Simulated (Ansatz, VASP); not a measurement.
**CoO: VASP beside Ansatz**

```
Co O
1.0
     0.00000    2.31197    2.31197
     2.31197    0.00000    2.31197
     2.31197    2.31197    0.00000
Co O
1 1
Direct
  0.00000 0.00000 0.00000
  0.25000 0.25000 0.25000
```

Alike in both runs: task single point; functional PBE; k mesh 10 × 10 × 10; occupations fermi-dirac, width 0.05 eV; collinear spin.

|  | VASP | Ansatz |
| --- | --- | --- |
| version | VASP 6.6.1 | Ansatz 0.2.0 |
| potentials or method | VASP PAW PBE potentials, release 64 (Co_sv, O) | Ansatz PAW |
| plane-wave cutoff (eV) | 600 | 420 |
| valence electrons in the cell | 23 | 23 |

```csv
,VASP,Ansatz,Ansatz less VASP
gap on the k mesh at the Fermi level (eV),none,none,-
pressure (GPa),-10.4,-8.8,+1.65
net moment per atom (μB),1.47,1.47,+0.002
size of the moment on the site where the two differ most (μB),2.46,2.38,-0.078
```

Site moments also hang on the region over which each program counts them. A gap of «none» marks a metal or a gap that the smearing closes.
